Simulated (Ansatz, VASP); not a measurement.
# Two plane-wave programs on InP

```xyz
2
Lattice="0.0000 2.7945 2.7945 2.7945 0.0000 2.7945 2.7945 2.7945 0.0000" Properties=species:S:1:pos:R:3 pbc="T T T"
In    0.0000    0.0000    0.0000
P     2.7945    2.7945    2.7945
```

Alike in both runs: task single point; functional PBE; k mesh 20 × 20 × 20; occupations gaussian, width 0.15 eV; no spin polarisation.

```csv
,VASP,Ansatz
version,VASP 6.6.1,Ansatz 0.2.0
potentials or method,"VASP PAW PBE potentials, release 64 (In_d, P), cutoff 520 eV","scalar-relativistic, plane waves, PAW"
valence electrons in the cell,18,18
```

```tsv
	VASP	Ansatz	Ansatz less VASP
gap on the k mesh at the Fermi level (eV)	none	none	-
pressure (GPa)	-1.9	-1.8	+0.05
```

A gap of «none» marks a metal or a gap that the smearing closes. With one functional, cell and mesh, what is left measures potentials, basis and numerics.
